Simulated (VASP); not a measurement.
Set up this calculation in VASP 6.6.1, as the native input.

```yaml
Task: single point
Functional: LDA
Potentials_or_basis: VASP PAW LDA potentials, release 64 (Na_pv, H)
Cutoff: 520 eV
k_mesh: 8 × 8 × 8
Occupations: gaussian, width 0.05 eV
Spin: no spin polarisation
Dipole_correction: no
Further_INCAR_settings: ALGO = Normal; EDIFF = 1e-07; NBANDS = 11
```

The structure of NaH lies in POSCAR:

```
NaH
1.0
    0.0000000000      2.3668000000      2.5132000000
    2.3668000000      0.0000000000      2.5132000000
    2.3668000000      2.3668000000      0.0000000000
Na H
1 1
Direct
    0.0000000000      0.0000000000      0.0000000000
    0.5000000000      0.5000000000      0.5000000000
```

This cell differs from its parent crystal: strain -0.030 along x and y, +0.030 along z.

These files were run (other wordings do the same):

INCAR

```
SYSTEM = NaH
PREC = Accurate
ENCUT = 520
EDIFF = 1E-7
ISMEAR = 0
SIGMA = 0.05
LREAL = .False.
LASPH = .True.
NELM = 60
ALGO = Normal
ISIF = 2
LWAVE = .False.
LCHARG = .False.
GGA = CA
NBANDS = 11
```

KPOINTS

```
Automatic mesh
0
Gamma
  8 8 8
  0 0 0
```

Potentials or basis: VASP PAW LDA potentials, release 64 (Na_pv, H).

Command:

```sh
$ cat potpaw_LDA.64/Na_pv/POTCAR potpaw_LDA.64/H/POTCAR > POTCAR
$ mpirun -np 1 vasp_std > vasp.out
```

Results of the run:

| Quantity | Value |
| --- | --- |
| Pressure | -2.0 GPa |
| Band gap on the k mesh | 3.36 eV, indirect (least direct gap 4.28 eV) |

Caveat: the cell differs from its parent crystal (strain -0.030 along x and y, +0.030 along z).

It took 8.5 s on 1 thread of Intel(R) Xeon(R) 6975P-C (Granite Rapids), on a shared host, peak memory 0.14 GiB.
